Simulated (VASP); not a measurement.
Input of a VASP 6.6.1 run:

INCAR

```
PREC = Accurate
ENCUT = 520
EDIFF = 1E-6
ISMEAR = -1
SIGMA = 0.1
LREAL = F
LASPH = T
NELM = 100
ALGO = Normal
ISIF = 2
LWAVE = F
LCHARG = T
GGA = B5
ALDAX = 1.0
AGGAX = 1.0
AGGAC = 1.0
ALDAC = 0.0
LELF = T
LVHAR = T
NBANDS = 21
```

Contents of KPOINTS:

```
Automatic mesh
0
Gamma
  11 11 6
```

Contents of POSCAR:

```
Pb
1.0
    3.5520840365      0.0000000000      0.0000000000
   -1.7760420183      3.0761950120      0.0000000000
    0.0000000000      0.0000000000      5.8569293737
Pb
2
Direct
    0.3333333333      0.6666666667      0.2500000000
    0.6666666667      0.3333333333      0.7500000000
```

Potentials or basis: VASP PAW PBE potentials, release 64 (Pb_d).

Launch:

```bash
$ cat potpaw_PBE.64/Pb_d/POTCAR > POTCAR
$ mpirun -np 1 vasp_std > vasp.out
```

Question: Estimate the band gap on the k mesh.

Answer: Zero (bands 14 and 15 overlap by 6.72 eV).

Question: Estimate the pressure.

Answer: 3.0 GPa.

Caveat: the PAW data sets were made with another functional, which shifts forces and pressure a little; spin-orbit coupling is left out, which moves the levels of the heavy elements.
